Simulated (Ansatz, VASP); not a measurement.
# Two plane-wave programs on Li4SiN

```xyz
6
Lattice="5.7418 0.0000 0.0000 0.0000 5.7418 0.0000 0.0000 0.0000 2.4939" Properties=species:S:1:pos:R:3 pbc="T T T"
Li    4.0008    4.0008    1.3512
Li    1.7409    1.7409    1.3512
Li    1.7409    4.0008    1.3512
Li    4.0008    1.7409    1.3512
Si    0.0000    0.0000    0.1033
N     2.8709    2.8709    2.5984
```

Alike in both runs: functional PBE; k mesh 4 × 4 × 4; occupations gaussian, width 0.1 eV; no spin polarisation.

Ansatz relaxed the structure, and its values are those at the end. VASP's run is a single point on that final structure, the one shown.

```csv
,VASP,Ansatz
version,VASP 6.6.1,Ansatz 0.2.0
potentials or method,"VASP PAW PBE potentials, release 64 (Li_sv, Si, N), cutoff 520 eV","scalar-relativistic, plane waves, PAW"
valence electrons in the cell,21,21
```

|  | VASP | Ansatz | Ansatz less VASP |
| --- | --- | --- | --- |
| gap on the k mesh at the Fermi level (eV) | none | none | - |
| rms of the force components (eV/Å) | 0.011 | 0.002 | -0.0090 |

A gap of «none» marks a metal or a gap that the smearing closes.

The k mesh is coarse, so the values compare programs but aren't converged. Noted on VASP's run: the cutoff is short for stress, so the pressure is rough.
